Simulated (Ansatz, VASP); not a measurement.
# Two plane-wave programs on SnS4

```xyz
10
Lattice="5.2734 -0.0368 0.3453 -0.0527 5.1653 0.1180 -1.1724 0.2143 11.6361" Properties=species:S:1:pos:R:3 pbc="T T T"
Sn    3.6568    3.4619    3.8937
Sn    3.0691    2.0096    9.7240
S     3.6562    2.2248   12.2451
S     4.2531    3.0510    6.3867
S     0.8143    5.6362   10.9410
S     1.4703    4.9411    5.1033
S     1.5760    2.1559   -0.0410
S     1.0055    3.0018    5.7688
S     0.4151    0.0069    3.2254
S    -0.3137    5.4974    9.1863
```

Change from the starting cell: the structure that the rattled cell fell into.

Alike in both runs: functional PBE; k mesh 4 × 4 × 2; occupations gaussian, width 0.1 eV; no spin polarisation.

Ansatz relaxed the structure, and its values are those at the end. VASP's run is a single point on that final structure, the one shown.

```csv
,VASP,Ansatz
version,VASP 6.6.1,Ansatz 0.2.0
potentials or method,"VASP PAW PBE potentials, release 64 (Sn_d, S), cutoff 520 eV","scalar-relativistic, plane waves, PAW"
valence electrons in the cell,76,76
```

|  | VASP | Ansatz | Ansatz less VASP |
| --- | --- | --- | --- |
| gap on the k mesh at the Fermi level (eV) | 1.78 | 1.75 | -0.024 |
| least direct gap on the mesh (eV) | 1.81 | 1.79 | -0.021 |
| pressure (GPa) | -0.2 | 0.1 | +0.25 |
| rms of the force components (eV/Å) | 0.062 | 0.009 | -0.0535 |

The functional is the same, so the differences come from potentials, cutoffs and numerics.
